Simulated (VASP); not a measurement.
Write the native input for VASP 6.6.1 that does the following.

```yaml
Task: single point
Functional: PBEsol
Potentials_or_basis: VASP PAW PBE potentials, release 64 (Ti_sv, Co)
Cutoff: 520 eV
k_mesh: 11 × 11 × 11
Occupations: fermi-dirac, width 0.03 eV
Spin: collinear spin, ferrimagnetic start
Starting_moments: "[-1.0, 2.0] μB"
Dipole_correction: no
Further_INCAR_settings: ALGO = Normal; EDIFF = 1e-06; NBANDS = 22
```

The structure of TiCo lies in POSCAR:

```
TiCo
1.0
    2.9660693728      0.0000000000      0.0000000000
    0.0000000000      2.9660693728      0.0000000000
    0.0000000000      0.0000000000      2.9660693728
Ti Co
1 1
Direct
    0.0000000000      0.0000000000      0.0000000000
    0.5000000000      0.5000000000      0.5000000000
```

The input as run:

INCAR

```
PREC = Accurate
ENCUT = 520
EDIFF = 1E-6
ISMEAR = -1
SIGMA = 0.03
LREAL = False
LASPH = True
NELM = 150
ALGO = Normal
ISIF = 2
LWAVE = False
LCHARG = True
ISPIN = 2
MAGMOM = -1 2
LORBIT = 11
LMAXMIX = 4
GGA = PS
LELF = True
LVHAR = True
NBANDS = 22
```

KPOINTS

```
regular mesh
0
Gamma
  11 11 11
```

Potentials or basis: VASP PAW PBE potentials, release 64 (Ti_sv, Co).

Run with:

```bash
$ cat potpaw_PBE.64/Ti_sv/POTCAR potpaw_PBE.64/Co/POTCAR > POTCAR
$ mpirun -np 1 vasp_std > vasp.out
```

Results of the run:

| Item | Value |
| --- | --- |
| Pressure | -5.0 GPa |
| Net moment | 0.73 μB per cell |
| Site moments | Ti -0.01; Co +0.77 μB |
| Valence electrons inside the program's atomic spheres | Ti 10.32; Co 8.33 |

Caveat: the cell stands under tension; the PAW data sets were made with another functional, which shifts forces and pressure a little.

It took 2.1 min on 1 thread of Intel Xeon 8259CL (shared host), peak memory 0.18 GiB.
